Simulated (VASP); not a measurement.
# Re (I4/mmm) in VASP: notebook

The runs below take Re through single point, with PBEsol.

Everything below comes from runs of VASP 6.6.1. Logs are shortened: lines on timing, memory, paths and dates and some standing lists are left out, and cuts for length are marked.

### 1 The cell of the first run

It takes space group I4/mmm (No. 139, tetragonal). Conventional cell: a = 2.570 Å, b = 2.570 Å, c = 4.108 Å, α = 90.00°, β = 90.00°, γ = 90.00°. Within 3.4 Å of Re (site symmetry 4/mmm) lie 12 Re at 2.57 to 2.74 Å.

### 2 Single point, PBEsol (strain -0.080 along x and y, +0.040 along z)

INCAR reads:

```
SYSTEM = Re
ALGO     = Normal         ! electronic algorithm
EDIFF    = 1E-7           ! SCF threshold, eV
ENCUT    = 520            ! plane-wave cutoff, eV
GGA      = PS             ! functional
ISIF     = 2              ! what is computed and relaxed
ISMEAR   = 0              ! smearing method
LASPH    = .TRUE.         ! aspherical terms in the spheres
LCHARG   = .FALSE.        ! write CHGCAR
LREAL    = .FALSE.        ! projectors in reciprocal space
LWAVE    = .FALSE.        ! write WAVECAR
NBANDS   = 10             ! bands
NELM     = 100            ! most SCF steps
PREC     = Accurate       ! precision mode
SIGMA    = 0.15           ! smearing width, eV
```

KPOINTS reads:

```
k-points
0
G
  20 20 20
  0 0 0
```

POSCAR reads:

```
Re
1.0
    0.0000000000      1.8170000000      2.0540000000
    1.8170000000      0.0000000000      2.0540000000
    1.8170000000      1.8170000000      0.0000000000
Re
1
Direct
    0.0000000000      0.0000000000      0.0000000000
```

Potentials or basis: VASP PAW PBE potentials, release 64 (Re).

Started as:

```console
$ cat potpaw_PBE.64/Re/POTCAR > POTCAR
$ mpirun -np 1 vasp_std > vasp.out
```

OUTCAR:

```text
SYSTEM = Re
   EDIFF = 1E-7
   ENCUT = 520
   GGA = PS
   ISIF = 2
   ISMEAR = 0
   LASPH = .TRUE.
   LREAL = .FALSE.
   NELM = 100
   PREC = Accurate

 ion  position               nearest neighbor table
   1  0.000  0.000  0.000-

  LATTYP: Found a body centered tetragonal cell.
 ALAT       =     2.5696260428
 C/A-ratio  =     1.5986762009

  Lattice vectors:

 A1 = (  -1.8170000000,   0.0000000000,   2.0540000000)
 A2 = (   1.8170000000,   0.0000000000,   2.0540000000)
 A3 = (   0.0000000000,   1.8170000000,  -2.0540000000)

Analysis of symmetry for initial positions (statically):
=====================================================================
 Subroutine PRICEL returns:
 Original cell was already a primitive cell.

 Routine SETGRP: Setting up the symmetry group for a
 body centered tetragonal supercell.

 Subroutine GETGRP returns: Found 16 space group operations
 (whereof 16 operations were pure point group operations)
 out of a pool of 16 trial point group operations.

The static configuration has the point symmetry D_4h.

Analysis of symmetry for dynamics (positions and initial velocities):
=====================================================================
 Subroutine PRICEL returns:
 Original cell was already a primitive cell.

 Routine SETGRP: Setting up the symmetry group for a
 body centered tetragonal supercell.

 Subroutine GETGRP returns: Found 16 space group operations
 (whereof 16 operations were pure point group operations)
 out of a pool of 16 trial point group operations.

The dynamic configuration has the point symmetry D_4h.

 Subroutine INISYM returns: Found 16 space group operations
 (whereof 16 operations are pure point group operations),
 and found     1 'primitive' translations

----------------------------------------------------------------------------------------

                                     Primitive cell

  volume of cell :      13.5625

  direct lattice vectors                    reciprocal lattice vectors
     0.000000000  1.817000000  2.054000000    -0.275178866  0.275178866  0.243427459
     1.817000000  0.000000000  2.054000000     0.275178866 -0.275178866  0.243427459
     1.817000000  1.817000000  0.000000000     0.275178866  0.275178866 -0.243427459

  length of vectors
     2.742335683  2.742335683  2.569626043     0.459024775  0.459024775  0.459024775

  position of ions in fractional coordinates (direct lattice)
     0.000000000  0.000000000  0.000000000

  ion indices of the primitive-cell ions
   primitive index   ion index
                 1           1

----------------------------------------------------------------------------------------

 KPOINTS: k-points

Automatic generation of k-mesh.
 Grid dimensions read from file:
 generate k-points for:   20   20   20

 Generating k-lattice:

  Cartesian coordinates                     Fractional coordinates (reciprocal lattice)
    -0.013758943  0.013758943  0.012171373     0.050000000  0.000000000  0.000000000
     0.013758943 -0.013758943  0.012171373     0.000000000  0.050000000  0.000000000
     0.013758943  0.013758943 -0.012171373    -0.000000000 -0.000000000  0.050000000

  Length of vectors
     0.022951239  0.022951239  0.022951239

  Shift w.r.t. Gamma in fractional coordinates (k-lattice)
     0.000000000  0.000000000  0.000000000

 Subroutine IBZKPT returns following result:
 ===========================================

 Found    641 irreducible k-points:

 Following reciprocal coordinates:
            Coordinates               Weight
  0.000000  0.000000  0.000000      1.000000
  0.050000  0.000000  0.000000      8.000000
  0.100000 -0.000000  0.000000      8.000000
  0.150000  0.000000  0.000000      8.000000
  0.200000 -0.000000  0.000000      8.000000
  0.250000  0.000000  0.000000      8.000000
[... 16 lines left out ...]
 -0.400000  0.050000  0.000000      8.000000
 -0.350000  0.050000  0.000000      8.000000
 [... further k-points ...]
   k-points           NKPTS =    641   k-points in BZ     NKDIM =    641   number of bands    NBANDS=     10
   number of dos      NEDOS =    301   number of ions     NIONS =      1
   total plane-waves  NPLWV =   8000
   dimension x,y,z NGX =    20 NGY =   20 NGZ =   20
   dimension x,y,z NGXF=    40 NGYF=   40 NGZF=   40
   ions per type =               1
   NGX,Y,Z   is equivalent  to a cutoff of  12.12, 12.12, 12.94 a.u.
   NGXF,Y,Z  is equivalent  to a cutoff of  24.25, 24.25, 25.88 a.u.
 SYSTEM =  Re
   PREC   = accura    normal or accurate (medium, high low for compatibility)
   ISTART =      0    job   : 0-new  1-cont  2-samecut
   ICHARG =      2    charge: 1-file 2-atom 10-const
   ISPIN  =      1    spin polarized calculation?
   LNONCOLLINEAR =      F non collinear calculations
   LSORBIT =      F    spin-orbit coupling
   LASPH  =      T    aspherical Exc in radial PAW
   ENCUT  =  520.0 eV  38.22 Ry    6.18 a.u.   5.10  5.10  4.78*2*pi/ulx,y,z
   NELM   =    100;   NELMIN=  2; NELMDL= -5     # of ELM steps
   EDIFF  = 0.1E-06   stopping-criterion for ELM
   LREAL  =      F    real-space projection
   EDIFFG = 0.1E-05   stopping-criterion for IOM
   NSW    =      0    number of steps for IOM
   IBRION =     -1    ionic relax: 0-MD 1-quasi-New 2-CG
   NFREE  =      0    steps in history (QN), initial steepest desc. (CG)
   ISIF   =      2    stress and relaxation
   ISYM   =      2    0-nonsym 1-usesym 2-fastsym
   POTIM  = 0.5000    time-step for ionic-motion
   TEBEG  =    0.0;   TEEND  =   0.0 temperature during run
   PSTRESS=    0.0 pullay stress
   NELECT =       7.0000    total number of electrons
   NUPDOWN=      -1.0000    fix difference up-down
   EMIN   =  10.00;   EMAX   =-10.00  energy-range for DOS
   EFERMI =   0.00;   METHOD = LEGACY
   ISMEAR =     0;   SIGMA  =   0.15  broadening in eV -4-tet -1-fermi 0-gaus
   EFERMI_NEDOS =   21; number of points for ismear=-14 and -15
   IALGO  =     38    algorithm
   IMIX   =      4    mixing-type and parameters
     AMIX     =   0.40;   BMIX     =  1.00
     AMIX_MAG =   1.60;   BMIX_MAG =  1.00
  volume/ion in A,a.u.               =      13.56        91.52
  Fermi-wavevector in a.u.,A,eV,Ry     =   1.313190  2.481568 23.462795  1.724467
  Thomas-Fermi vector in A             =   2.443530
   LORBIT       =      0    0 simple, 1 ext, 2 COOP (PROOUT), +10 PAW based schemes
   GGA     = PS    functional components
   LHFCALC =     F    Hartree Fock is set to
   AEXX    =    0.0000 exact exchange contribution
   IVDW    =     0    specifies the selected vdW correction
   LEPSILON=     F    determine dielectric tensor
   LRPA    =     F    only Hartree local field effects (RPA)
 non-spin polarized calculation
 Gauss-broadening in eV      SIGMA  =   0.15
  energy-cutoff  :      520.00
  volume of cell :       13.56
 maximum number of plane-waves:       378
   NGX = 11   NGY = 11   NGZ =  9

 number of electron       6.9999999 magnetization

 Free energy of the ion-electron system (eV)
  ---------------------------------------------------
  ext. energy  EPLUGINS =         0.00000000
  ---------------------------------------------------
  free energy    TOTEN  =       -13.03971843 eV

  energy without entropy =      -13.02850264  energy(sigma->0) =      -13.03411053

 E-fermi :   9.1179     XC(G=0): -14.2643

 val. band max:        9.1169498205   @ k =   0.1500   0.0000   0.0500
 cond. band min:       9.1194460920   @ k =  -0.3000   0.2000   0.4500
 fundamental gap:      0.0024962714
 Fermi energy:         9.1179195755

 k-point     1 :       0.0000    0.0000    0.0000
  band No.  band energies     occupation
      1      -1.6934      2.00000
      2       5.6225      2.00000
      3       7.7037      2.00000
      4       7.7037      2.00000
      5       8.8471      1.98933
      6      11.8712      0.00000
      7      23.3269      0.00000
      8      26.4016      0.00000
      9      30.8202      0.00000
     10      30.8202      0.00000

 k-point     2 :       0.0500    0.0000    0.0000
  band No.  band energies     occupation
      1      -1.5634      2.00000
      2       5.6652      2.00000
      3       7.6156      2.00000
      4       7.7652      2.00000
      5       8.8358      1.99217
      6      11.7811      0.00000
      7      23.5839      0.00000
      8      26.5222      0.00000
      9      30.0963      0.00000
     10      31.0840      0.00000

 k-point     3 :       0.1000   -0.0000    0.0000
  band No.  band energies     occupation
      1      -1.1866      2.00000
      2       5.7671      2.00000
      3       7.3699      2.00000
      4       7.9381      2.00000
      5       8.8592      1.98529
      6      11.5417      0.00000
      7      24.2740      0.00000
      8      26.6690      0.00000
      9      29.2061      0.00000
     10      31.8498      0.00000

 k-point     4 :       0.1500    0.0000    0.0000
  band No.  band energies     occupation
      1      -0.6061      2.00000
      2       5.8640      2.00000
      3       7.0342      2.00000
      4       8.1811      2.00000
      5       9.0385      1.54614
      6      11.2409      0.00000
      7      24.9780      0.00000
      8      26.4484      0.00000
      9      29.4297      0.00000
     10      33.0498      0.00000
[... 222 lines left out ...]
 k-point    22 :      -0.4500    0.0500    0.0000
  band No.  band energies     occupation
      1       1.6403      2.00000
      2       5.6538      2.00000
      3       7.7749      2.00000
      4       9.0596      1.41755
      5      12.7287      0.00000
      6      14.1927      0.00000
      7      20.4715      0.00000
      8      22.7290      0.00000
      9      29.7289      0.00000
     10      31.4060      0.00000

 k-point    23 :      -0.4000    0.0500    0.0000
  band No.  band energies     occupation
      1       1.6664      2.00000
      2       5.7687      2.00000
      3       7.8589      2.00000
      4       8.3349      2.00000
      5      12.3032      0.00000
      6      13.8585      0.00000
      7      20.9451      0.00000
      8      23.5661      0.00000
      9      30.3040      0.00000
     10      32.3433      0.00000

 k-point    24 :      -0.3500    0.0500    0.0000
  band No.  band energies     occupation
      1       1.6640      2.00000
      2       5.9086      2.00000
      3       7.4131      2.00000
      4       8.0366      2.00000
      5      11.7305      0.00000
      6      13.0733      0.00000
      7      21.5545      0.00000
      8      25.0153      0.00000
      9      31.6404      0.00000
     10      33.8700      0.00000

 [... further k-points ...]

------------------------ aborting loop because EDIFF is reached ----------------------------------------

  FORCE on cell =-STRESS in cart. coord.  units (eV):
  Direction    XX          YY          ZZ          XY          YZ          ZX
  --------------------------------------------------------------------------------------
  -------------------------------------------------------------------------------------
  Total        4.4055976      4.4055976      0.7228614      0.0000000      0.0000000      0.0000000
  in kB      520.4453384    520.4453384     85.3936061      0.0000000      0.0000000      0.0000000
  external PRESSURE =     375.4280943 kB  Pullay stress =       0.0000000 kB

 VOLUME and BASIS-vectors are now :
 -----------------------------------------------------------------------------
  energy-cutoff  :      520.00
  volume of cell :       13.56
      direct lattice vectors                 reciprocal lattice vectors
     0.000000000  1.817000000  2.054000000    -0.275178866  0.275178866  0.243427459
     1.817000000  0.000000000  2.054000000     0.275178866 -0.275178866  0.243427459
     1.817000000  1.817000000  0.000000000     0.275178866  0.275178866 -0.243427459

 POSITION                                       TOTAL-FORCE (eV/Angst)
 -----------------------------------------------------------------------------------
      0.00000      0.00000      0.00000         0.000000     -0.000000      0.000000
 -----------------------------------------------------------------------------------
    total drift:                               -0.000000     -0.000000     -0.000000

  FREE ENERGIE OF THE ION-ELECTRON SYSTEM (eV)
  ---------------------------------------------------
  free  energy   TOTEN  =       -13.0397184285 eV

  energy  without entropy=      -13.0285026376  energy(sigma->0) =      -13.03411053
```

It took 39 s on 1 thread of AMD EPYC 9R45 (Zen 5), shared host; peak memory 0.17 GiB.

Results:

```
Free energy            : -13.0397 eV
Pressure               : 37.5 GPa
Band gap on the k mesh : zero (an odd number of electrons rules out a gap without spin polarisation)
```

Stress tensor (GPa, compression positive):
```
52.04  0.00  0.00
 0.00 52.04  0.00
 0.00  0.00  8.54
```

Levels at points of the mesh, in eV from the Fermi level:
```
           k point  band 1  band 2  band 3  band 4  band 5  band 6
(0.00, 0.00, 0.00)  -10.81   -3.50   -1.41   -1.41   -0.27    2.75
(0.50, 0.00, 0.00)   -7.59   -3.42   -1.42    0.37    3.77    4.69
(0.50, 0.50, 0.00)   -7.72   -6.62    1.42    4.52    5.00    5.00
(0.50, 0.00, 0.50)   -7.70   -6.69    3.78    3.84    4.11    6.37
```

Caveat: the cell differs from its parent crystal (strain -0.080 along x and y, +0.040 along z); the cell stands under pressure; the PAW data sets were made with another functional, which shifts forces and pressure a little; spin-orbit coupling is left out, which moves the levels of the heavy elements.

### 3 Single point, PBEsol (strain -0.080 along x and y, +0.080 along z)

INCAR reads:

```
SYSTEM = Re
  ALGO = Normal
  EDIFF = 1E-6
  ENCUT = 520
  GGA = PS
  ISIF = 2
  ISMEAR = 0
  LASPH = .True.
  LCHARG = .True.
  LELF = .True.
  LREAL = .False.
  LVHAR = .True.
  LWAVE = .False.
  NBANDS = 10
  NELM = 80
  PREC = Accurate
  SIGMA = 0.15
```

KPOINTS reads:

```
k-points
0
Gamma
  20 20 20
  0 0 0
```

POSCAR reads:

```
Re
1.0
    0.0000000000      1.8170000000      2.1330000000
    1.8170000000      0.0000000000      2.1330000000
    1.8170000000      1.8170000000      0.0000000000
Re
1
Direct
    0.0000000000      0.0000000000      0.0000000000
```

Potentials or basis: VASP PAW PBE potentials, release 64 (Re).

Started as:

```console
$ cat potpaw_PBE.64/Re/POTCAR > POTCAR
$ mpirun -np 1 vasp_std > vasp.out
```

Run time: 48 s. Hardware: 1 thread of AMD EPYC 9R45 (Zen 5), shared host; peak memory 0.19 GiB.

It converged, with:

```
Free energy            : -13.0322 eV
Pressure               : 20.3 GPa
Band gap on the k mesh : zero (an odd number of electrons rules out a gap without spin polarisation)
```

Stress tensor (GPa, compression positive):
```
 36.82   0.00   0.00
  0.00  36.82   0.00
  0.00   0.00 -12.79
```

Levels at points of the mesh, in eV from the Fermi level:
| k point | band 1 | band 2 | band 3 | band 4 | band 5 | band 6 | band 7 |
| --- | --- | --- | --- | --- | --- | --- | --- |
| (0.00, 0.00, 0.00) | -10.59 | -3.73 | -1.09 | -1.09 | -0.85 | 2.94 | 14.31 |
| (0.50, 0.00, 0.00) | -7.33 | -3.54 | -1.09 | 0.26 | 3.41 | 4.37 | 10.89 |
| (0.50, 0.50, 0.00) | -7.46 | -6.34 | 0.76 | 4.34 | 4.58 | 4.58 | 10.94 |
| (0.50, 0.00, 0.50) | -7.39 | -6.33 | 3.11 | 3.28 | 4.13 | 6.34 | 10.60 |

Caveat: the cell differs from its parent crystal (strain -0.080 along x and y, +0.080 along z); the cell stands under pressure; the PAW data sets were made with another functional, which shifts forces and pressure a little; spin-orbit coupling is left out, which moves the levels of the heavy elements.

### 4 Single point, PBEsol (strain +0.000 along x and y, -0.080 along z)

INCAR reads:

```
SYSTEM = Re
  PREC = Accurate
  ENCUT = 520
  EDIFF = 1E-6
  ISMEAR = 0
  SIGMA = 0.15
  LREAL = .False.
  LASPH = .True.
  NELM = 80
  ALGO = Normal
  ISIF = 2
  LWAVE = .False.
  LCHARG = .False.
  GGA = PS
  NBANDS = 10
```

KPOINTS reads:

```
regular mesh
0
Gamma
  20 20 20
  0 0 0
```

POSCAR reads:

```
Re
1.0
    0.0000000000      1.9750000000      1.8170000000
    1.9750000000      0.0000000000      1.8170000000
    1.9750000000      1.9750000000      0.0000000000
Re
1
Direct
    0.0000000000      0.0000000000      0.0000000000
```

Started as:

```console
$ cat potpaw_PBE.64/Re/POTCAR > POTCAR
$ mpirun -np 1 vasp_std > vasp.out
```

Wall time 39 s (1 thread of AMD EPYC 9R45 (Zen 5), shared host); peak memory 0.18 GiB.

It converged, with:

- Free energy: -13.2317 eV
- Pressure: 13.6 GPa
- Band gap on the k mesh: zero (an odd number of electrons rules out a gap without spin polarisation)

Stress tensor (GPa, compression positive):
```
 6.54  0.00  0.00
 0.00  6.54  0.00
 0.00  0.00 27.77
```

Levels at points of the mesh, in eV from the Fermi level:
```
           k point  band 2  band 3  band 4  band 5  band 6  band 7
(0.00, 0.00, 0.00)   -2.41   -2.41   -1.21    0.42    2.01   14.07
(0.50, 0.00, 0.00)   -2.97   -1.56    0.27    3.57    4.45   10.56
(0.50, 0.50, 0.00)   -6.46    3.94    4.21    4.84    4.84   11.62
(0.50, 0.00, 0.50)   -6.20    2.35    3.81    4.15    5.36   12.39
```

Caveat: the cell differs from its parent crystal (strain +0.000 along x and y, -0.080 along z); the cell stands under pressure; the PAW data sets were made with another functional, which shifts forces and pressure a little; spin-orbit coupling is left out, which moves the levels of the heavy elements.

### 5 Summary

```tsv
cell	gap on the mesh (eV)	pressure (GPa)
a = 2.742, b = 2.742, c = 2.570 Å, angles 62.1, 62.1, 55.9°, 1 atom	none	37.5
a = 2.802, b = 2.802, c = 2.570 Å, angles 62.7, 62.7, 54.6°, 1 atom	none	20.3
a = 2.684, b = 2.684, c = 2.793 Å, angles 58.6, 58.6, 62.7°, 1 atom	none	13.6
```

Alike in all rows: task single point; level PBEsol; potentials or basis VASP PAW PBE potentials, release 64 (Re); no spin polarisation; k mesh 20 × 20 × 20; cutoff (eV) 520; smearing gaussian 0.15 eV.

Caveats: the cell stands under pressure; the PAW data sets were made with another functional, which shifts forces and pressure a little; spin-orbit coupling is left out, which moves the levels of the heavy elements.

Total energies depend on the potentials used, so only differences within one code and one set of settings carry meaning.
